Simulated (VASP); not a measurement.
Runs of VASP 6.6.1 on Hf. The structure is that of space group I4/mmm (No. 139), or close to it. The cells are those of the table. 

| cell | gap on the mesh (eV) | pressure (GPa) |
| --- | --- | --- |
| a = 2.952, b = 2.952, c = 3.014 Å, angles 59.3, 59.3, 61.4°, 1 atom | none | 25.9 |
| a = 3.083, b = 3.083, c = 2.888 Å, angles 62.1, 62.1, 55.9°, 1 atom | none | 19.2 |
| a = 3.142, b = 3.142, c = 3.265 Å, angles 58.7, 58.7, 62.6°, 1 atom | none | -1.8 |
| a = 3.077, b = 3.077, c = 3.140 Å, angles 59.3, 59.3, 61.3°, 1 atom | none | (a) |
| a = 3.329, b = 3.329, c = 3.391 Å, angles 59.4, 59.4, 61.2°, 1 atom | none | (b) |

Alike in all rows: task single point; level r2SCAN; potentials or basis VASP PAW PBE potentials, release 64 (Hf_pv); no spin polarisation; k mesh 18 × 18 × 18; cutoff (eV) 520; smearing gaussian 0.15 eV.

Fill in the values left out.

(a) 7.0; (b) -14.0.

Caveats: the PAW data sets were made with another functional, which shifts forces and pressure a little; spin-orbit coupling is left out, which moves the levels of the heavy elements; the cell stands under pressure (at least some runs); the cell stands under tension (at least some runs).

A k mesh can miss the band edges, and the runs leave out spin-orbit coupling on Hf.

A gap of «none» marks levels without a gap at the run's occupations.
